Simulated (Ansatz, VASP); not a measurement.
# One calculation of Bi, two programs

```xyz
2
Lattice="2.2806 1.3167 3.9671 -2.2806 1.3167 3.9671 0.0000 -2.6334 3.9671" Properties=species:S:1:pos:R:3 pbc="T T T"
Bi    0.0000    0.0000    2.7836
Bi    0.0000    0.0000    9.1178
```

Change from the starting cell: volume scaled by 1.01.

Alike in both runs: task single point; functional LDA; k mesh 11 × 11 × 11; occupations fermi-dirac, width 0.03 eV; no spin polarisation.

```csv
,VASP,Ansatz
version,VASP 6.6.1,Ansatz 0.2.0
potentials or method,"VASP PAW LDA potentials, release 64 (Bi_d), cutoff 520 eV","all-electron LAPW, scalar-relativistic"
```

Ansatz gave:

```
pressure (GPa)                                                : -2.3
traceless stress, the component that is largest in VASP (GPa) : 0.17
rms of the force components (eV/Å)                            : 0.002
```

Estimate VASP's values.

pressure (GPa): -2.2; traceless stress, the component that is largest in VASP (GPa): 0.15; rms of the force components (eV/Å): 0.010.

LDA's correlation is that of Perdew and Zunger in VASP and of Perdew and Wang (1992) in Ansatz. Atom by atom the forces differ by 0.012 eV/Å (rms over components). Ansatz ran all-electron here, and VASP with PAW potentials.

Neither program's run includes spin-orbit coupling.
